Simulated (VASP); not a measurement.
# Ag (Fm-3m) in VASP: a series of runs, part 2 of 2

VASP 6.6.1. The steps go on from the part before.

## (3) Relaxation of cell and atoms, RPBE+D4

This run uses another cell than the first one, of 17.05 Å³/atom, 1.010 times its volume.

The input, INCAR:

```
  ALGO = Normal
  EDIFF = 1E-6
  EDIFFG = -0.005
  ENCUT = 600
  GGA = RP
  IBRION = 2
  ISIF = 3
  ISMEAR = -1
  IVDW = 13
  LASPH = True
  LCHARG = False
  LREAL = False
  LWAVE = False
  NELM = 80
  NSW = 80
  PREC = Accurate
  SIGMA = 0.05
```

The input, KPOINTS:

```
k-points
0
Gamma
  11 11 11
```

The input, POSCAR:

```
Ag
1.0
    0.0000000000      2.0427500000      2.0427500000
    2.0427500000      0.0000000000      2.0427500000
    2.0427500000      2.0427500000      0.0000000000
Ag
1
Direct
    0.0000000000      0.0000000000      0.0000000000
```

Potentials or basis: VASP PAW PBE potentials, release 64 (Ag).

Started as:

```console
$ cat potpaw_PBE.64/Ag/POTCAR > POTCAR
$ mpirun -np 1 vasp_std > vasp.out
```

OUTCAR:

```text
EDIFF = 1E-6
   EDIFFG = -0.005
   ENCUT = 600
   GGA = RP
   IBRION = 2
   ISIF = 3
   ISMEAR = -1
   IVDW = 13
   LASPH = True
   LREAL = False
   NELM = 80
   NSW = 80
   PREC = Accurate

 ion  position               nearest neighbor table
   1  0.000  0.000  0.000-

  LATTYP: Found a face centered cubic cell.
 ALAT       =     4.0855000000

  Lattice vectors:

 A1 = (   0.0000000000,   2.0427500000,   2.0427500000)
 A2 = (   2.0427500000,   0.0000000000,   2.0427500000)
 A3 = (   2.0427500000,   2.0427500000,   0.0000000000)

Analysis of symmetry for initial positions (statically):
=====================================================================
 Subroutine PRICEL returns:
 Original cell was already a primitive cell.

 Routine SETGRP: Setting up the symmetry group for a
 face centered cubic supercell.

 Subroutine GETGRP returns: Found 48 space group operations
 (whereof 48 operations were pure point group operations)
 out of a pool of 48 trial point group operations.

The static configuration has the point symmetry O_h .

Analysis of symmetry for dynamics (positions and initial velocities):
=====================================================================
 Subroutine PRICEL returns:
 Original cell was already a primitive cell.

 Routine SETGRP: Setting up the symmetry group for a
 face centered cubic supercell.

 Subroutine GETGRP returns: Found 48 space group operations
 (whereof 48 operations were pure point group operations)
 out of a pool of 48 trial point group operations.

The dynamic configuration has the point symmetry O_h .

 Subroutine INISYM returns: Found 48 space group operations
 (whereof 48 operations are pure point group operations),
 and found     1 'primitive' translations

----------------------------------------------------------------------------------------

                                     Primitive cell

  volume of cell :      17.0481

  direct lattice vectors                    reciprocal lattice vectors
     0.000000000  2.042750000  2.042750000    -0.244768082  0.244768082  0.244768082
     2.042750000  0.000000000  2.042750000     0.244768082 -0.244768082  0.244768082
     2.042750000  2.042750000  0.000000000     0.244768082  0.244768082 -0.244768082

  length of vectors
     2.888884755  2.888884755  2.888884755     0.423950755  0.423950755  0.423950755

  position of ions in fractional coordinates (direct lattice)
     0.000000000  0.000000000  0.000000000

  ion indices of the primitive-cell ions
   primitive index   ion index
                 1           1

----------------------------------------------------------------------------------------

 KPOINTS: k-points

Automatic generation of k-mesh.
 Grid dimensions read from file:
 generate k-points for:   11   11   11

 Generating k-lattice:

  Cartesian coordinates                     Fractional coordinates (reciprocal lattice)
    -0.022251644  0.022251644  0.022251644     0.090909091  0.000000000  0.000000000
     0.022251644 -0.022251644  0.022251644     0.000000000  0.090909091  0.000000000
     0.022251644  0.022251644 -0.022251644     0.000000000  0.000000000  0.090909091

  Length of vectors
     0.038540978  0.038540978  0.038540978

  Shift w.r.t. Gamma in fractional coordinates (k-lattice)
     0.000000000  0.000000000  0.000000000

 Subroutine IBZKPT returns following result:
 ===========================================

 Found     56 irreducible k-points:

 Following reciprocal coordinates:
            Coordinates               Weight
  0.000000  0.000000  0.000000      1.000000
  0.090909  0.000000  0.000000      8.000000
  0.181818  0.000000  0.000000      8.000000
  0.272727  0.000000  0.000000      8.000000
  0.363636  0.000000  0.000000      8.000000
  0.454545  0.000000  0.000000      8.000000
[... 16 lines left out ...]
 -0.272727  0.181818  0.000000     24.000000
 -0.181818  0.181818  0.000000     12.000000
 [... further k-points ...]
   k-points           NKPTS =     56   k-points in BZ     NKDIM =     56   number of bands    NBANDS=      9
   number of dos      NEDOS =    301   number of ions     NIONS =      1
   total plane-waves  NPLWV =  13824
   dimension x,y,z NGX =    24 NGY =   24 NGZ =   24
   dimension x,y,z NGXF=    48 NGYF=   48 NGZF=   48
   ions per type =               1
   NGX,Y,Z   is equivalent  to a cutoff of  13.81, 13.81, 13.81 a.u.
   NGXF,Y,Z  is equivalent  to a cutoff of  27.62, 27.62, 27.62 a.u.
 SYSTEM =  unknown system
   PREC   = accura    normal or accurate (medium, high low for compatibility)
   ISTART =      0    job   : 0-new  1-cont  2-samecut
   ICHARG =      2    charge: 1-file 2-atom 10-const
   ISPIN  =      1    spin polarized calculation?
   LNONCOLLINEAR =      F non collinear calculations
   LSORBIT =      F    spin-orbit coupling
   LASPH  =      T    aspherical Exc in radial PAW
   ENCUT  =  600.0 eV  44.10 Ry    6.64 a.u.   5.77  5.77  5.77*2*pi/ulx,y,z
   NELM   =     80;   NELMIN=  2; NELMDL= -5     # of ELM steps
   EDIFF  = 0.1E-05   stopping-criterion for ELM
   LREAL  =      F    real-space projection
   EDIFFG = -.5E-02   stopping-criterion for IOM
   NSW    =     80    number of steps for IOM
   IBRION =      2    ionic relax: 0-MD 1-quasi-New 2-CG
   NFREE  =      1    steps in history (QN), initial steepest desc. (CG)
   ISIF   =      3    stress and relaxation
   ISYM   =      2    0-nonsym 1-usesym 2-fastsym
   POTIM  = 0.5000    time-step for ionic-motion
   TEBEG  =    0.0;   TEEND  =   0.0 temperature during run
   PSTRESS=    0.0 pullay stress
   NELECT =      11.0000    total number of electrons
   NUPDOWN=      -1.0000    fix difference up-down
   EMIN   =  10.00;   EMAX   =-10.00  energy-range for DOS
   EFERMI =   0.00;   METHOD = LEGACY
   ISMEAR =    -1;   SIGMA  =   0.05  broadening in eV -4-tet -1-fermi 0-gaus
   EFERMI_NEDOS =   21; number of points for ismear=-14 and -15
   IALGO  =     38    algorithm
   IMIX   =      4    mixing-type and parameters
     AMIX     =   0.40;   BMIX     =  1.00
     AMIX_MAG =   1.60;   BMIX_MAG =  1.00
  volume/ion in A,a.u.               =      17.05       115.05
  Fermi-wavevector in a.u.,A,eV,Ry     =   1.414644  2.673290 27.228221  2.001218
  Thomas-Fermi vector in A             =   2.536165
   LORBIT       =      0    0 simple, 1 ext, 2 COOP (PROOUT), +10 PAW based schemes
   GGA     = RP    functional components
   LHFCALC =     F    Hartree Fock is set to
   AEXX    =    0.0000 exact exchange contribution
   IVDW    =    13    specifies the selected vdW correction
   LEPSILON=     F    determine dielectric tensor
   LRPA    =     F    only Hartree local field effects (RPA)
 conjugate gradient relaxation of ions
 non-spin polarized calculation
  energy-cutoff  :      600.00
  volume of cell :       17.05
 maximum number of plane-waves:       578
   NGX = 11   NGY = 11   NGZ = 11

--------------------------------------- Ionic step        1  -------------------------------------------

 number of electron      10.9999999 magnetization

 Free energy of the ion-electron system (eV)
  ---------------------------------------------------
  ext. energy  EPLUGINS =         0.00000000
  ---------------------------------------------------
  free energy    TOTEN  =        -2.16327257 eV

  energy without entropy =       -2.16046031  energy(sigma->0) =       -2.16186644

------------------------ aborting loop because EDIFF is reached ----------------------------------------

  DFT-D4 for vdW energy calculation

  Edisp (eV):   -1.11810
[... 69 lines left out ...]
--------------------------------------- Ionic step        3  -------------------------------------------

 number of electron      11.0000000 magnetization

 Free energy of the ion-electron system (eV)
  ---------------------------------------------------
  ext. energy  EPLUGINS =         0.00000000
  ---------------------------------------------------
  free energy    TOTEN  =        -2.15179288 eV

  energy without entropy =       -2.14922613  energy(sigma->0) =       -2.15050950

 E-fermi :   8.9964     XC(G=0): -12.1534

 val. band max:        8.9461857960   @ k =  -0.4545   0.0909   0.0000
 cond. band min:       9.0598746526   @ k =   0.4545   0.3636   0.0000
 fundamental gap:      0.1136888566
 Fermi energy:         8.9963644497

 k-point     1 :       0.0000    0.0000    0.0000
  band No.  band energies     occupation
      1       0.9135      2.00000
      2       3.8612      2.00000
      3       3.8612      2.00000
      4       3.8612      2.00000
      5       4.9103      2.00000
      6       4.9103      2.00000
      7      24.7725      0.00000
      8      28.4624      0.00000
      9      28.4624      0.00000
[... 265 lines left out ...]
 k-point    24 :      -0.1818    0.1818    0.0000
  band No.  band energies     occupation
      1       2.9506      2.00000
      2       3.4533      2.00000
      3       4.0795      2.00000
      4       4.4838      2.00000
      5       4.5139      2.00000
      6       6.0829      2.00000
      7      20.7847      0.00000
      8      21.1920      0.00000
      9      27.4632      0.00000

 [... further k-points ...]

------------------------ aborting loop because EDIFF is reached ----------------------------------------

  DFT-D4 for vdW energy calculation

  Edisp (eV):   -1.13037
[... 24 lines left out ...]
  FREE ENERGIE OF THE ION-ELECTRON SYSTEM (eV)
  ---------------------------------------------------
  free  energy   TOTEN  =        -3.2821610129 eV

  energy  without entropy=       -3.2795942601  energy(sigma->0) =       -3.28087764

 reached required accuracy - stopping structural energy minimisation
```

OSZICAR:

```text
N       E                     dE             d eps       ncg     rms          rms(c)
DAV:   1     0.524012572424E+02    0.52401E+02   -0.61765E+03  1016   0.124E+03
DAV:   2    -0.194143874520E+01   -0.54343E+02   -0.51888E+02  1036   0.228E+02
DAV:   3    -0.236775505331E+01   -0.42632E+00   -0.42616E+00  1177   0.248E+01
DAV:   4    -0.236882140887E+01   -0.10664E-02   -0.10663E-02  1191   0.113E+00
[... 18 lines left out ...]
DAV:   1    -0.215914637084E+01   -0.14901E-01   -0.13892E-01  1021   0.463E+00    0.559E-01
DAV:   2    -0.215203670425E+01    0.71097E-02   -0.30466E-02  1020   0.191E+00    0.180E-01
DAV:   3    -0.215184556514E+01    0.19114E-03   -0.48976E-04  1016   0.222E-01    0.122E-01
DAV:   4    -0.215179264681E+01    0.52918E-04   -0.65978E-05  1067   0.826E-02    0.592E-03
DAV:   5    -0.215179287845E+01   -0.23164E-06   -0.99779E-07   798   0.102E-02
   3 F= -.32821610E+01 E0= -.32808776E+01  d E =-.790253E-03
```

CONTCAR:

```text
Ag
   1.00000000000000
    -0.0000000000000000    2.0346338891800295    2.0346338891800295
     2.0346338891800295   -0.0000000000000000    2.0346338891800295
     2.0346338891800295    2.0346338891800295    0.0000000000000000
  Ag
     1
Direct
     0.0000000000000000    0.0000000000000000    0.0000000000000000

  0.00000000E+00  0.00000000E+00  0.00000000E+00
```

Run time: 7.3 s. Hardware: 1 thread of Intel Xeon 6975P-C (Granite Rapids), shared host; peak memory 0.15 GiB.

What came out:

```
Free energy                            : -3.2822 eV
Relaxed volume                         : 16.85 Å³/atom
Relaxed cell                           : a = 2.877 Å, b = 2.877 Å, c = 2.877 Å, α = 60.00°, β = 60.00°, γ = 60.00°
Space group after relaxing (to 0.05 Å) : Fm-3m (No. 225)
Energy gained by relaxing              : 0.8 meV/atom
Ionic steps                            : 3
Pressure after relaxing                : 0.0 GPa
Dispersion energy per atom             : -1.130 eV
```

The path:
| step | energy change (eV) | largest force (eV/Å) | pressure (GPa) | volume (Å³) |
| --- | --- | --- | --- | --- |
| 1 | 0.0000 | 0.0000 | -1.23 | 17.05 |
| 2 | -0.0005 | 0.0000 | 0.80 | 16.73 |
| 3 | -0.0008 | 0.0000 | 0.04 | 16.85 |

Final structure:
```xyz
1
Lattice="0.0000 2.0346 2.0346 2.0346 0.0000 2.0346 2.0346 2.0346 0.0000" Properties=species:S:1:pos:R:3 pbc="T T T"
Ag    0.0000    0.0000    0.0000
```

Levels at points of the mesh, in eV from the Fermi level:
```
           k point  band 2  band 3  band 4  band 5  band 6  band 7  band 8  band 9
(0.00, 0.00, 0.00)   -5.14   -5.14   -5.14   -4.09   -4.09   15.78   19.47   19.47
```

Caveat: the PAW data sets were made with another functional, which shifts forces and pressure a little; pairwise dispersion overbinds metals, which lowers pressure and volume.
